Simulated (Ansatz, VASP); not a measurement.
**Sc: VASP beside Ansatz**

```
Sc
1.0
     5.04448    0.00000    0.00000
    -2.52224    4.36865    0.00000
     0.00000    0.00000    3.19540
Sc
3
Direct
  0.00000 0.00000 0.00000
  0.33333 0.66667 0.50000
  0.66667 0.33333 0.50000
```

Alike in both runs: functional PBEsol; k mesh 12 × 12 × 14; occupations gaussian, width 0.1 eV; no spin polarisation.

Ansatz relaxed the structure, and its values are those at the end. VASP's run is a single point on that final structure, the one shown.

```csv
,VASP,Ansatz
version,VASP 6.6.1,Ansatz 0.2.0
potentials or method,"VASP PAW PBE potentials, release 64 (Sc_sv), cutoff 520 eV","scalar-relativistic, plane waves, PAW"
valence electrons in the cell,33,33
```

|  | VASP | Ansatz | Ansatz less VASP |
| --- | --- | --- | --- |
| gap on the k mesh at the Fermi level (eV) | none | none | - |
| pressure (GPa) | 0.0 | 0.0 | -0.02 |

VASP's potentials were made for PBE, not for PBEsol. A gap of «none» marks a metal or a gap that the smearing closes.
